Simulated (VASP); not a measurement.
A run of VASP 6.6.1:

INCAR

```
ALGO = Normal
EDIFF = 1E-7
EDIFFG = -0.01
ENCUT = 600
GGA = PS
IBRION = 2
ISIF = 3
ISMEAR = 1
LASPH = T
LCHARG = F
LREAL = F
LWAVE = F
NELM = 100
NSW = 80
PREC = Accurate
SIGMA = 0.05
```

The input KPOINTS:

```
k-points
0
Gamma
  18 18 18
```

Contents of POSCAR:

```
Ti
1.0
   -1.6047341033      1.6047341033      1.6047341033
    1.6047341033     -1.6047341033      1.6047341033
    1.6047341033      1.6047341033     -1.6047341033
Ti
1
Direct
    0.0000000000      0.0000000000      0.0000000000
```

Potentials or basis: VASP PAW PBE potentials, release 64 (Ti_sv).

Run with:

```bash
$ cat potpaw_PBE.64/Ti_sv/POTCAR > POTCAR
$ mpirun -np 1 vasp_std > vasp.out
```

Hardware: 1 thread of Intel Xeon 8259CL, with other jobs on the host.

Problem. Estimate the wall time of this run.

Solution. Run time: 50 s on 1 thread of Intel Xeon 8259CL (shared host), peak memory 0.18 GiB. Counts: scf iterations 21, k points 195, ion steps 2.
